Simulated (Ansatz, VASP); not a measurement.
# TiPt3 in VASP and in Ansatz

```
CELL_PARAMETERS angstrom
3.87307 0.00000 0.00000
0.00000 3.87307 0.00000
0.00000 0.00000 3.87307
ATOMIC_POSITIONS crystal
Ti 0.00000 0.00000 0.00000
Pt 0.00000 0.50000 0.50000
Pt 0.50000 0.00000 0.50000
Pt 0.50000 0.50000 0.00000
```

Alike in both runs: functional LDA; k mesh 8 × 8 × 8; occupations fermi-dirac, width 0.1 eV; no spin polarisation.

Ansatz relaxed the structure, and its values are those at the end. VASP's run is a single point on that final structure, the one shown.

|  | VASP | Ansatz |
| --- | --- | --- |
| version | VASP 6.6.1 | Ansatz 0.2.0 |
| potentials or method | VASP PAW LDA potentials, release 64 (Ti_sv, Pt), cutoff 520 eV | PAW plane waves |
| valence electrons in the cell | 42 | 66 |

```tsv
	VASP	Ansatz	Ansatz less VASP
gap on the k mesh at the Fermi level (eV)	none	none	-
pressure (GPa)	0.8	0.0	-0.82
```

Ansatz warns that its potentials were made for another functional, while VASP's fit it. LDA's correlation is that of Perdew and Zunger in VASP and of Perdew and Wang (1992) in Ansatz. A gap of «none» marks a metal or a gap that the smearing closes. VASP's potentials hold 42 valence electrons a cell and Ansatz's 66, so a difference there can come from the potentials and not from the codes.

Spin-orbit coupling is off throughout.
